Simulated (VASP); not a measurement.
# ZnO (P6_3/mmc) in VASP: dielectric tensor with LDA

Aim: the dielectric tensor of ZnO with LDA.

Program: VASP 6.6.1. These are calculated values, not measurements. Logs are shortened: lines on timing, memory, paths and dates and some standing lists are left out, and cuts for length are marked.

### 1 The cell of the first run

Symmetry: P6_3/mmc, No. 194, hexagonal system. The conventional cell has a = 3.288 Å, b = 3.288 Å, c = 7.130 Å, α = 90.00°, β = 90.00°, γ = 120.00°. Within 2.5 Å of Zn (site symmetry -6m2) lie 3 O at 1.90 Å. O (site symmetry -6m2) has 3 Zn at 1.90 Å within 2.5 Å.

### 2 Dielectric tensor, LDA

Input file INCAR:

```
SYSTEM = ZnO
PREC     = Accurate       ! precision mode
ENCUT    = 520            ! plane-wave cutoff, eV
EDIFF    = 1E-8           ! SCF threshold, eV
ISMEAR   = 0              ! smearing method
SIGMA    = 0.01           ! smearing width, eV
LREAL    = .False.        ! projectors in reciprocal space
LASPH    = .True.         ! aspherical terms in the spheres
NELM     = 120            ! most SCF steps
ALGO     = Normal         ! electronic algorithm
ISIF     = 2              ! what is computed and relaxed
LWAVE    = .False.        ! write WAVECAR
LCHARG   = .False.        ! write CHGCAR
LEPSILON = .True.         ! dielectric tensor by DFPT
GGA_COMPAT= .False.
```

Input file KPOINTS:

```
Automatic mesh
0
Gamma
  12 12 4
  0 0 0
```

Input file POSCAR:

```
ZnO
1.0
    3.2879670000      0.0000000000      0.0000000000
   -1.6439835000      2.8474629488      0.0000000000
    0.0000000000      0.0000000000      7.1304410000
Zn O
2 2
Direct
    0.0000000000      0.0000000000      0.7500000000
    0.0000000000      0.0000000000      0.2500000000
    0.3333333333      0.6666666667      0.2500000000
    0.6666666667      0.3333333333      0.7500000000
```

Potentials or basis: VASP PAW LDA potentials, release 64 (Zn, O).

On the command line:

```sh
cat potpaw_LDA.64/Zn/POTCAR potpaw_LDA.64/O/POTCAR > POTCAR
mpirun -np 1 vasp_std > vasp.out
```

OUTCAR:

```text
SYSTEM = ZnO
   PREC = Accurate
   ENCUT = 520
   EDIFF = 1E-8
   ISMEAR = 0
   LREAL = .False.
   LASPH = .True.
   NELM = 120
   ISIF = 2
   LEPSILON = .True.

 ion  position               nearest neighbor table
   1  0.000  0.000  0.750-   4 1.90   4 1.90   4 1.90
   2  0.000  0.000  0.250-   3 1.90   3 1.90   3 1.90
   3  0.333  0.667  0.250-   2 1.90   2 1.90   2 1.90
   4  0.667  0.333  0.750-   1 1.90   1 1.90   1 1.90

  LATTYP: Found a hexagonal cell.
 ALAT       =     3.2879670000
 C/A-ratio  =     2.1686473739

  Lattice vectors:

 A1 = (   3.2879670000,   0.0000000000,   0.0000000000)
 A2 = (  -1.6439835000,   2.8474629488,   0.0000000000)
 A3 = (   0.0000000000,   0.0000000000,   7.1304410000)

Analysis of symmetry for initial positions (statically):
=====================================================================
 Subroutine PRICEL returns:
 Original cell was already a primitive cell.

 Routine SETGRP: Setting up the symmetry group for a
 hexagonal supercell.

 Subroutine GETGRP returns: Found 24 space group operations
 (whereof 12 operations were pure point group operations)
 out of a pool of 24 trial point group operations.

The static configuration has the point symmetry D_3d.
 The point group associated with its full space group is D_6h.

Analysis of symmetry for dynamics (positions and initial velocities):
=====================================================================
 Subroutine PRICEL returns:
 Original cell was already a primitive cell.

 Routine SETGRP: Setting up the symmetry group for a
 hexagonal supercell.

 Subroutine GETGRP returns: Found 24 space group operations
 (whereof 12 operations were pure point group operations)
 out of a pool of 24 trial point group operations.

The dynamic configuration has the point symmetry D_3d.
 The point group associated with its full space group is D_6h.

 Subroutine INISYM returns: Found 24 space group operations
 (whereof 12 operations are pure point group operations),
 and found     1 'primitive' translations

----------------------------------------------------------------------------------------

                                     Primitive cell

  volume of cell :      66.7578

  direct lattice vectors                    reciprocal lattice vectors
     3.287967000  0.000000000  0.000000000     0.304139306  0.175594910  0.000000000
    -1.643983500  2.847462949  0.000000000     0.000000000  0.351189820  0.000000000
     0.000000000  0.000000000  7.130441000     0.000000000  0.000000000  0.140243780

  length of vectors
     3.287967000  3.287967000  7.130441000     0.351189820  0.351189820  0.140243780

  position of ions in fractional coordinates (direct lattice)
     0.000000000  0.000000000  0.750000000
     0.000000000  0.000000000  0.250000000
     0.333333333  0.666666667  0.250000000
     0.666666667  0.333333333  0.750000000

  ion indices of the primitive-cell ions
   primitive index   ion index
                 1           1
                 2           2
                 3           3
                 4           4

----------------------------------------------------------------------------------------

 KPOINTS: Automatic mesh

Automatic generation of k-mesh.
 Grid dimensions read from file:
 generate k-points for:   12   12    4

 Generating k-lattice:

  Cartesian coordinates                     Fractional coordinates (reciprocal lattice)
     0.025344942  0.014632909  0.000000000     0.083333333 -0.000000000  0.000000000
     0.000000000  0.029265818  0.000000000     0.000000000  0.083333333  0.000000000
     0.000000000  0.000000000  0.035060945     0.000000000  0.000000000  0.250000000

  Length of vectors
     0.029265818  0.029265818  0.035060945

  Shift w.r.t. Gamma in fractional coordinates (k-lattice)
     0.000000000  0.000000000  0.000000000

 Subroutine IBZKPT returns following result:
 ===========================================

 Found     57 irreducible k-points:

 Following reciprocal coordinates:
            Coordinates               Weight
  0.000000  0.000000  0.000000      1.000000
  0.083333  0.000000  0.000000      6.000000
  0.166667  0.000000  0.000000      6.000000
  0.250000 -0.000000  0.000000      6.000000
[... 39 lines left out ...]
   EDIFF  = 0.1E-07   stopping-criterion for ELM
   LREAL  =      F    real-space projection
   EDIFFG = 0.1E-06   stopping-criterion for IOM
   NSW    =      0    number of steps for IOM
   IBRION =     -1    ionic relax: 0-MD 1-quasi-New 2-CG
   NFREE  =      0    steps in history (QN), initial steepest desc. (CG)
   ISIF   =      2    stress and relaxation
   ISYM   =      2    0-nonsym 1-usesym 2-fastsym
   POTIM  = 0.5000    time-step for ionic-motion
   TEBEG  =    0.0;   TEEND  =   0.0 temperature during run
   PSTRESS=    0.0 pullay stress
   NELECT =      36.0000    total number of electrons
   NUPDOWN=      -1.0000    fix difference up-down
   EMIN   =  10.00;   EMAX   =-10.00  energy-range for DOS
   EFERMI =   0.00;   METHOD = LEGACY
   ISMEAR =     0;   SIGMA  =   0.01  broadening in eV -4-tet -1-fermi 0-gaus
   EFERMI_NEDOS =   21; number of points for ismear=-14 and -15
   IALGO  =     38    algorithm
   IMIX   =      4    mixing-type and parameters
     AMIX     =   0.40;   BMIX     =  1.00
     AMIX_MAG =   1.60;   BMIX_MAG =  1.00
  volume/ion in A,a.u.               =      16.69       112.63
  Fermi-wavevector in a.u.,A,eV,Ry     =   1.332524  2.518105 24.158778  1.775620
  Thomas-Fermi vector in A             =   2.461452
   LORBIT       =      0    0 simple, 1 ext, 2 COOP (PROOUT), +10 PAW based schemes
   GGA     = CA    functional components
   LHFCALC =     F    Hartree Fock is set to
   AEXX    =    0.0000 exact exchange contribution
   IVDW    =     0    specifies the selected vdW correction
   LEPSILON=     T    determine dielectric tensor
   LRPA    =     F    only Hartree local field effects (RPA)
 non-spin polarized calculation
 Gauss-broadening in eV      SIGMA  =   0.01
  energy-cutoff  :      520.00
  volume of cell :       66.76
 maximum number of plane-waves:      1824
   NGX = 13   NGY = 13   NGZ = 27

--------------------------------------- Ionic step        1  -------------------------------------------

 number of electron      36.0000026 magnetization

 E-fermi :  -1.0263     XC(G=0):  -9.5154

 val. band max:       -1.1534152407   @ k =   0.0000   0.0000   0.0000
 cond. band min:      -0.3947886084   @ k =   0.0000   0.0000   0.0000
 fundamental gap:      0.7586266324
 Fermi energy:        -1.0262629874

 k-point     1 :       0.0000    0.0000    0.0000
  band No.  band energies     occupation
      1     -18.2918      2.00000
      2     -18.2044      2.00000
      3      -7.3243      2.00000
      4      -7.3243      2.00000
      5      -7.3096      2.00000
      6      -7.3096      2.00000
[... 589 lines left out ...]
     21       5.5902      0.00000
     22       7.3508      0.00000

 [... further k-points ...]

  FORCE on cell =-STRESS in cart. coord.  units (eV):
  Direction    XX          YY          ZZ          XY          YZ          ZX
  --------------------------------------------------------------------------------------
  -------------------------------------------------------------------------------------
  Total       -4.2693961     -4.2693961     -0.7662346     -0.0000000     -0.0000000      0.0000000
  in kB     -102.4648968   -102.4648968    -18.3895207     -0.0000000     -0.0000000      0.0000000
  external PRESSURE =     -74.4397714 kB  Pullay stress =       0.0000000 kB

 VOLUME and BASIS-vectors are now :
 -----------------------------------------------------------------------------
  energy-cutoff  :      520.00
  volume of cell :       66.76
      direct lattice vectors                 reciprocal lattice vectors
     3.287967000  0.000000000  0.000000000     0.304139306  0.175594910  0.000000000
    -1.643983500  2.847462949  0.000000000     0.000000000  0.351189820  0.000000000
     0.000000000  0.000000000  7.130441000     0.000000000  0.000000000  0.140243780

 POSITION                                       TOTAL-FORCE (eV/Angst)
 -----------------------------------------------------------------------------------
      0.00000      0.00000      5.34783        -0.000000      0.000000     -0.000000
      0.00000      0.00000      1.78261        -0.000000      0.000000      0.000000
     -0.00000      1.89831      1.78261         0.000000     -0.000000      0.000000
      1.64398      0.94915      5.34783        -0.000000      0.000000      0.000000
 -----------------------------------------------------------------------------------
    total drift:                               -0.000000      0.000000      0.000000

  FREE ENERGIE OF THE ION-ELECTRON SYSTEM (eV)
  ---------------------------------------------------
  free  energy   TOTEN  =       -19.7613329109 eV

  energy  without entropy=      -19.7613329109  energy(sigma->0) =      -19.76133291

 HEAD OF MICROSCOPIC STATIC DIELECTRIC TENSOR (INDEPENDENT PARTICLE, excluding Hartree and local field effects)
 ------------------------------------------------------
           5.824645     0.000000     0.000000
           0.000000     5.824645    -0.000000
          -0.000000     0.000000     3.256539
 ------------------------------------------------------

 Free energy of the ion-electron system (eV)
  ---------------------------------------------------
  ---------------------------------------------------
  free energy    TOTEN  =        -0.89266402 eV

  energy without entropy =       -0.89266402

------------------------ aborting loop because EDIFF is reached ----------------------------------------

--------------------------------------- Ionic step        2  -------------------------------------------

------------------------ aborting loop because EDIFF is reached ----------------------------------------

--------------------------------------- Ionic step        3  -------------------------------------------

 Free energy of the ion-electron system (eV)
  ---------------------------------------------------
  ---------------------------------------------------
  free energy    TOTEN  =        -0.38264990 eV

  energy without entropy =       -0.38264990

------------------------ aborting loop because EDIFF is reached ----------------------------------------

 PIEZOELECTRIC TENSOR FIELD DIRECTION 3  (e Angst)
 -----------------------------------------------------------------------------
     0.00054  0.00000  0.00000           (  0.00001  0.00000  0.00000)
     0.00000  0.00054  0.00000           (  0.00000  0.00001  0.00000)
     0.00000  0.00000 -0.00043           (  0.00000  0.00000 -0.00000)

 PIEZOELECTRIC TENSOR FIELD DIRECTION 3  (C/m^2)
 -----------------------------------------------------------------------------
     0.00013  0.00000  0.00000
     0.00000  0.00013  0.00000
     0.00000  0.00000 -0.00010

 MACROSCOPIC STATIC DIELECTRIC TENSOR (including local field effects in DFT)
 ------------------------------------------------------
           5.693560    -0.000000     0.000000
           0.000000     5.693560     0.000000
           0.000000     0.000000     2.912874
 ------------------------------------------------------

 PIEZOELECTRIC TENSOR (including local field effects)  for field in x, y, z        (e  Angst)
          XX          YY          ZZ          XY          YZ          ZX
  --------------------------------------------------------------------------------
  x     0.00000     0.00000     0.00000     0.00000     0.00000     0.00000
  y     0.00000     0.00000     0.00000     0.00000     0.00000     0.00000
  z     0.00000     0.00000     0.00000     0.00000     0.00000     0.00000

 PIEZOELECTRIC TENSOR (including local field effects)  for field in x, y, z        (C/m^2)
          XX          YY          ZZ          XY          YZ          ZX
  --------------------------------------------------------------------------------
  x     0.00000     0.00000     0.00000     0.00000     0.00000     0.00000
  y     0.00000     0.00000     0.00000     0.00000     0.00000     0.00000
  z     0.00000     0.00000     0.00000     0.00000     0.00000     0.00000

 BORN EFFECTIVE CHARGES (including local field effects) (in |e|, cummulative output)
 ---------------------------------------------------------------------------------
 ion    1
    1     2.53442     0.00000     0.00000
    2     0.00000     2.53442     0.00000
    3     0.00000     0.00000     0.87216
 ion    2
    1     2.53442     0.00000     0.00000
    2     0.00000     2.53442     0.00000
    3     0.00000     0.00000     0.87216
 ion    3
    1    -2.53442     0.00000     0.00000
    2     0.00000    -2.53442     0.00000
    3     0.00000     0.00000    -0.87216
 ion    4
    1    -2.53442     0.00000     0.00000
    2     0.00000    -2.53442     0.00000
    3     0.00000     0.00000    -0.87216
```

Run time: 7.2 min. Hardware: 1 thread of Intel Xeon Platinum 8559C (Emerald Rapids), shared host; peak memory 0.49 GiB.

What came out:

| Property | Result |
| --- | --- |
| Band gap on the k mesh | 0.76 eV |
| Electronic dielectric tensor (diagonal) | 5.69, 5.69, 2.91 |
| Born charges (mean of the diagonal) | Zn +1.98; O -1.98 e |

Electronic dielectric tensor:
```
5.69 0.00 0.00
0.00 5.69 0.00
0.00 0.00 2.91
```

Born effective charge tensors (e):
atom 1, Zn
```
2.53 0.00 0.00
0.00 2.53 0.00
0.00 0.00 0.87
```
atom 2, Zn
```
2.53 0.00 0.00
0.00 2.53 0.00
0.00 0.00 0.87
```
atom 3, O
```
-2.53  0.00  0.00
 0.00 -2.53  0.00
 0.00  0.00 -0.87
```
atom 4, O
```
-2.53  0.00  0.00
 0.00 -2.53  0.00
 0.00  0.00 -0.87
```

A k mesh can miss the band edges.
